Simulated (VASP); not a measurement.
# Mg3CdTe4 (P1) in VASP: single point with PBEsol

Aim: the single point of Mg3CdTe4 with PBEsol.

Program: VASP 6.6.1. These are calculated values, not measurements. Logs are shortened: lines on timing, memory, paths and dates and some standing lists are left out, and cuts for length are marked.

## Step 1: The cell of the first run

The typed cell holds 64 atoms: a = 12.902 Å, b = 12.902 Å, c = 12.902 Å, α = 90.00°, β = 90.00°, γ = 90.00°.

## Step 2: Single point, PBEsol

File INCAR:

```
  PREC = Accurate
  ENCUT = 500
  EDIFF = 1E-6
  ISMEAR = -1
  SIGMA = 0.05
  LREAL = Auto
  LASPH = T
  NELM = 120
  ALGO = Normal
  ISIF = 2
  LWAVE = F
  LCHARG = T
  GGA = PS
  LELF = T
  LVHAR = T
  ISYM = -1
  NBANDS = 206
  GGA_COMPAT = F
```

File KPOINTS:

```
explicit points
1
Reciprocal
  0.25000000   0.25000000   0.25000000 1
```

File POSCAR:

```
Mg3CdTe4
1.0
   12.9021709627      0.0000000000      0.0000000000
    0.0000000000     12.9021709627      0.0000000000
    0.0000000000      0.0000000000     12.9021709627
Mg Cd Te
24 8 32
Direct
    0.9991580000      0.0011480000      0.0006540000
    0.0010430000      0.9995670000      0.4985580000
    0.9992440000      0.4998850000      0.5001920000
    0.5006630000      0.9998450000      0.9994170000
    0.4992000000      0.0011880000      0.5006950000
    0.4992690000      0.4993400000      0.9997460000
    0.5004480000      0.5005050000      0.4988910000
    0.2497230000      0.2499040000      0.0002030000
    0.2495450000      0.7499480000      0.4995600000
    0.7496380000      0.2502940000      0.9991780000
    0.7496050000      0.2502280000      0.5000730000
    0.7490300000      0.7500890000      0.9998800000
    0.2488700000      0.0001150000      0.2505870000
    0.2505340000      0.4988590000      0.2495350000
    0.2486320000      0.5004260000      0.7504290000
    0.7493340000      0.0001950000      0.7508260000
    0.7489570000      0.4995540000      0.2501620000
    0.7497610000      0.4990440000      0.7489460000
    0.0004360000      0.2499640000      0.2494040000
    0.9990930000      0.2497070000      0.7499600000
    0.9989590000      0.7498570000      0.2500500000
    0.4996080000      0.2498600000      0.2502370000
    0.5008440000      0.2501130000      0.7495720000
    0.4999710000      0.7501660000      0.7498270000
    0.0001340000      0.4995920000      0.0007910000
    0.2509130000      0.2520050000      0.5008880000
    0.2510960000      0.7499140000      0.0005350000
    0.7513670000      0.7504100000      0.5010000000
    0.2511080000      0.0008880000      0.7504200000
    0.7510160000      0.0011740000      0.2499030000
    0.0002650000      0.7495660000      0.7507780000
    0.5008980000      0.7497410000      0.2500960000
    0.1251600000      0.1250080000      0.1249500000
    0.1237200000      0.1251000000      0.6245370000
    0.1252030000      0.6250080000      0.1270820000
    0.1253460000      0.6241880000      0.6237340000
    0.6240360000      0.1260590000      0.1240520000
    0.6253400000      0.1249780000      0.6249340000
    0.6253370000      0.6234270000      0.1236100000
    0.6242610000      0.6242070000      0.6254840000
    0.3750610000      0.3742850000      0.1247650000
    0.3767760000      0.3774570000      0.6267120000
    0.3754380000      0.8773300000      0.1255360000
    0.3755980000      0.8739610000      0.6238740000
    0.8734530000      0.3736860000      0.1260340000
    0.8750980000      0.3746000000      0.6246760000
    0.8753450000      0.8738490000      0.1237200000
    0.8758970000      0.8776240000      0.6256920000
    0.3749550000      0.1243820000      0.3742110000
    0.3767430000      0.1268220000      0.8761420000
    0.3737870000      0.6240740000      0.3752900000
    0.3757650000      0.6239740000      0.8737230000
    0.8765170000      0.1267000000      0.3762150000
    0.8745600000      0.1251080000      0.8749750000
    0.8751270000      0.6236030000      0.3739500000
    0.8727430000      0.6240910000      0.8748870000
    0.1237950000      0.3760410000      0.3740700000
    0.1252860000      0.3734990000      0.8739990000
    0.1248270000      0.8740340000      0.3743130000
    0.1244460000      0.8761790000      0.8762650000
    0.6246260000      0.3745650000      0.3750350000
    0.6249080000      0.3753540000      0.8747940000
    0.6245990000      0.8764300000      0.3762260000
    0.6247730000      0.8747090000      0.8747370000
```

Potentials or basis: VASP PAW PBE potentials, release 64 (Mg, Cd, Te).

Launch:

```sh
$ cat potpaw_PBE.64/Mg/POTCAR potpaw_PBE.64/Cd/POTCAR potpaw_PBE.64/Te/POTCAR > POTCAR
$ mpirun -np 1 vasp_std > vasp.out
```

OUTCAR:

```text
PREC = Accurate
   ENCUT = 500
   EDIFF = 1E-6
   ISMEAR = -1
   LREAL = Auto
   LASPH = T
   NELM = 120
   ISIF = 2
   GGA = PS
   ISYM = -1

 ion  position               nearest neighbor table
   1  0.999  0.001  0.001-  33 2.79  47 2.79  54 2.79  60 2.79
   2  0.001  1.000  0.499-  59 2.78  53 2.79  34 2.79  48 2.79
   3  0.999  0.500  0.500-  46 2.79  36 2.79  55 2.79  57 2.79
   4  0.501  1.000  0.999-  43 2.79  64 2.79  50 2.79  37 2.79
   5  0.499  0.001  0.501-  49 2.79  44 2.79  38 2.79  63 2.79
   6  0.499  0.499  1.000-  39 2.79  52 2.79  41 2.79  62 2.79
[... 56 lines left out ...]
  63  0.625  0.876  0.376-   5 2.79  32 2.80  30 2.81  28 2.81
  64  0.625  0.875  0.875-   4 2.79  16 2.79  12 2.79  24 2.79

IMPORTANT INFORMATION: All symmetrisations will be switched off!
NOSYMM: (Re-)initialisation of all symmetry stuff for point group C_1.

----------------------------------------------------------------------------------------

                                     Primitive cell

  volume of cell :    2147.7730

  direct lattice vectors                    reciprocal lattice vectors
    12.902170963  0.000000000  0.000000000     0.077506336  0.000000000  0.000000000
     0.000000000 12.902170963  0.000000000     0.000000000  0.077506336  0.000000000
     0.000000000  0.000000000 12.902170963     0.000000000  0.000000000  0.077506336

  length of vectors
    12.902170963 12.902170963 12.902170963     0.077506336  0.077506336  0.077506336

  position of ions in fractional coordinates (direct lattice)
     0.999158000  0.001148000  0.000654000
     0.001043000  0.999567000  0.498558000
     0.999244000  0.499885000  0.500192000
     0.500663000  0.999845000  0.999417000
     0.499200000  0.001188000  0.500695000
     0.499269000  0.499340000  0.999746000
[... 56 lines left out ...]
     0.624599000  0.876430000  0.376226000
     0.624773000  0.874709000  0.874737000

  ion indices of the primitive-cell ions
   primitive index   ion index
                 1           1
                 2           2
                 3           3
                 4           4
                 5           5
                 6           6
[... 56 lines left out ...]
                63          63
                64          64

----------------------------------------------------------------------------------------

 KPOINTS: explicit points

Read explicit list of k-points.

 Found      1 k-points:

 Following reciprocal coordinates:
            Coordinates               Weight
  0.250000  0.250000  0.250000      1.000000
   k-points           NKPTS =      1   k-points in BZ     NKDIM =      1   number of bands    NBANDS=    206
   number of dos      NEDOS =    301   number of ions     NIONS =     64
   total plane-waves  NPLWV = 884736
   dimension x,y,z NGX =    96 NGY =   96 NGZ =   96
   dimension x,y,z NGXF=   192 NGYF=  192 NGZF=  192
   ions per type =              24   8  32
   NGX,Y,Z   is equivalent  to a cutoff of  12.37, 12.37, 12.37 a.u.
   NGXF,Y,Z  is equivalent  to a cutoff of  24.74, 24.74, 24.74 a.u.
 SYSTEM =  unknown system
   PREC   = accura    normal or accurate (medium, high low for compatibility)
   ISTART =      0    job   : 0-new  1-cont  2-samecut
   ICHARG =      2    charge: 1-file 2-atom 10-const
   ISPIN  =      1    spin polarized calculation?
   LNONCOLLINEAR =      F non collinear calculations
   LSORBIT =      F    spin-orbit coupling
   LASPH  =      T    aspherical Exc in radial PAW
   ENCUT  =  500.0 eV  36.75 Ry    6.06 a.u.  23.52 23.52 23.52*2*pi/ulx,y,z
   NELM   =    120;   NELMIN=  2; NELMDL= -5     # of ELM steps
   EDIFF  = 0.1E-05   stopping-criterion for ELM
   LREAL  =      T    real-space projection
   EDIFFG = 0.1E-04   stopping-criterion for IOM
   NSW    =      0    number of steps for IOM
   IBRION =     -1    ionic relax: 0-MD 1-quasi-New 2-CG
   NFREE  =      0    steps in history (QN), initial steepest desc. (CG)
   ISIF   =      2    stress and relaxation
   ISYM   =     -1    0-nonsym 1-usesym 2-fastsym
   POTIM  = 0.5000    time-step for ionic-motion
   TEBEG  =    0.0;   TEEND  =   0.0 temperature during run
   PSTRESS=    0.0 pullay stress
   NELECT =     336.0000    total number of electrons
   NUPDOWN=      -1.0000    fix difference up-down
   EMIN   =  10.00;   EMAX   =-10.00  energy-range for DOS
   EFERMI =   0.00;   METHOD = LEGACY
   ISMEAR =    -1;   SIGMA  =   0.05  broadening in eV -4-tet -1-fermi 0-gaus
   EFERMI_NEDOS =   21; number of points for ismear=-14 and -15
   IALGO  =     38    algorithm
   IMIX   =      4    mixing-type and parameters
     AMIX     =   0.40;   BMIX     =  1.00
     AMIX_MAG =   1.60;   BMIX_MAG =  1.00
  volume/ion in A,a.u.               =      33.56       226.47
  Fermi-wavevector in a.u.,A,eV,Ry     =   0.882115  1.666955 10.587055  0.778127
  Thomas-Fermi vector in A             =   2.002703
   LORBIT       =      0    0 simple, 1 ext, 2 COOP (PROOUT), +10 PAW based schemes
   GGA     = PS    functional components
   LHFCALC =     F    Hartree Fock is set to
   AEXX    =    0.0000 exact exchange contribution
   IVDW    =     0    specifies the selected vdW correction
   LEPSILON=     F    determine dielectric tensor
   LRPA    =     F    only Hartree local field effects (RPA)
 non-spin polarized calculation
  energy-cutoff  :      500.00
  volume of cell :     2147.77
 maximum number of plane-waves:     54552
 NGX is ok and might be reduce to    96
   NGX = 47   NGY = 47   NGZ = 47

 number of electron     335.9999990 magnetization

 Free energy of the ion-electron system (eV)
  ---------------------------------------------------
  ext. energy  EPLUGINS =         0.00000000
  ---------------------------------------------------
  free energy    TOTEN  =      -209.28051473 eV

  energy without entropy =     -209.28051473  energy(sigma->0) =     -209.28051473

 E-fermi :   3.1212     XC(G=0):  -8.2286

 val. band max:        1.8877445801   @ k =   0.2500   0.2500   0.2500
 cond. band min:       4.4385638827   @ k =   0.2500   0.2500   0.2500
 fundamental gap:      2.5508193026
 Fermi energy:         3.1212165187

 k-point     1 :       0.2500    0.2500    0.2500
  band No.  band energies     occupation
      1      -8.4961      2.00000
      2      -8.3767      2.00000
      3      -8.3326      2.00000
      4      -8.3083      2.00000
      5      -8.2450      2.00000
      6      -8.2165      2.00000
[... 172 lines left out ...]
    179       5.2865      0.00000
    180       5.3524      0.00000
 [bands above 180 left out]

------------------------ aborting loop because EDIFF is reached ----------------------------------------

  FORCE on cell =-STRESS in cart. coord.  units (eV):
  Direction    XX          YY          ZZ          XY          YZ          ZX
  --------------------------------------------------------------------------------------
  -------------------------------------------------------------------------------------
  Total        1.2188895      1.1646554      1.2335798     -2.0446801     -2.3921631     -2.0018926
  in kB        0.9092567      0.8687996      0.9202153     -1.5252729     -1.7844854     -1.4933547
  external PRESSURE =       0.8994239 kB  Pullay stress =       0.0000000 kB

 VOLUME and BASIS-vectors are now :
 -----------------------------------------------------------------------------
  energy-cutoff  :      500.00
  volume of cell :     2147.77
      direct lattice vectors                 reciprocal lattice vectors
    12.902170963  0.000000000  0.000000000     0.077506336  0.000000000  0.000000000
     0.000000000 12.902170963  0.000000000     0.000000000  0.077506336  0.000000000
     0.000000000  0.000000000 12.902170963     0.000000000  0.000000000  0.077506336

 POSITION                                       TOTAL-FORCE (eV/Angst)
 -----------------------------------------------------------------------------------
     12.89131      0.01481      0.00844        -0.001330     -0.004287     -0.001578
      0.01346     12.89658      6.43248         0.003694     -0.004612      0.006906
     12.89242      6.44960      6.45356         0.006796      0.001836     -0.002530
      6.45964     12.90017     12.89465         0.003113     -0.004685      0.006157
      6.44076      0.01533      6.46005        -0.003389     -0.002926      0.003680
      6.44165      6.44257     12.89889        -0.004849      0.002788      0.001579
[... 56 lines left out ...]
      8.05868     11.30785      4.85413        -0.002763      0.015225      0.010690
      8.06093     11.28565     11.28601        -0.004885      0.000817     -0.004084
 -----------------------------------------------------------------------------------
    total drift:                               -0.024250     -0.042633     -0.047014

  FREE ENERGIE OF THE ION-ELECTRON SYSTEM (eV)
  ---------------------------------------------------
  free  energy   TOTEN  =      -209.2805147325 eV

  energy  without entropy=     -209.2805147324  energy(sigma->0) =     -209.28051473
```

Run time: 15 min. Hardware: 1 thread of Intel Xeon Platinum 8375C at 2.90GHz (Ice Lake), shared host; peak memory 1.6 GiB.

What came out:

```
Free energy            : -209.2805 eV
Pressure               : 0.1 GPa
Largest force          : 0.039 eV/Å
Band gap on the k mesh : 2.55 eV
```

Forces on the atoms (eV/Å):
```
Mg  -0.001 -0.004 -0.002
Mg   0.004 -0.005  0.007
Mg   0.007  0.002 -0.003
Mg   0.003 -0.005  0.006
Mg  -0.003 -0.003  0.004
Mg  -0.005  0.003  0.002
Mg  -0.002  0.002  0.003
Mg  -0.004  0.005  0.000
Mg   0.007  0.010  0.011
Mg   0.002 -0.006  0.008
Mg   0.001  0.000  0.000
Mg   0.008 -0.004  0.001
Mg  -0.002 -0.002 -0.004
Mg   0.007  0.005  0.005
Mg   0.004 -0.001 -0.003
Mg   0.000  0.002 -0.010
Mg   0.002  0.004  0.001
Mg   0.005  0.002  0.000
Mg   0.002 -0.001  0.003
Mg   0.009  0.000 -0.003
Mg  -0.002  0.008  0.005
Mg   0.006  0.003  0.000
Mg  -0.002  0.005 -0.004
Mg   0.000  0.001 -0.004
Cd   0.004  0.007 -0.008
Cd   0.008 -0.005  0.001
Cd   0.008  0.003  0.002
Cd  -0.006  0.000  0.001
Cd   0.011  0.001 -0.008
Cd   0.002  0.000  0.004
Cd   0.006  0.003 -0.004
Cd  -0.005  0.007  0.008
Te  -0.004  0.002 -0.001
Te  -0.039  0.004  0.000
Te  -0.001 -0.005  0.016
Te   0.005 -0.022 -0.018
Te  -0.011  0.020 -0.023
Te  -0.001  0.003  0.006
Te   0.010 -0.017 -0.014
Te  -0.015 -0.011  0.014
Te   0.002  0.002  0.000
Te   0.004  0.002  0.007
Te   0.010  0.025  0.007
Te   0.007 -0.017 -0.014
Te  -0.013 -0.016  0.009
Te  -0.012 -0.004  0.000
Te   0.011 -0.010 -0.015
Te  -0.004  0.021 -0.002
Te   0.013  0.000 -0.008
Te   0.010  0.007  0.005
Te  -0.016 -0.019  0.007
Te   0.007 -0.015 -0.007
Te   0.011  0.009  0.009
Te  -0.003  0.000  0.007
Te   0.009 -0.015 -0.018
Te  -0.024 -0.002  0.002
Te  -0.009  0.015 -0.012
Te   0.007 -0.018 -0.006
Te  -0.006  0.002  0.001
Te  -0.011  0.019  0.024
Te  -0.006 -0.012 -0.004
Te   0.004 -0.001  0.003
Te  -0.003  0.015  0.011
Te  -0.005  0.001 -0.004
```

Levels at points of the mesh, in eV from the valence-band top:
| k point | band 165 | band 166 | band 167 | band 168 | band 169 | band 170 | band 171 | band 172 |
| --- | --- | --- | --- | --- | --- | --- | --- | --- |
| (0.25, 0.25, 0.25) | -0.24 | -0.18 | -0.02 | 0.00 | 2.55 | 2.78 | 2.91 | 2.98 |

Caveat: the PAW data sets were made with another functional, which shifts forces and pressure a little; spin-orbit coupling is left out, which moves the levels of the heavy elements; a shifted mesh leaves out Γ, where band edges can lie.
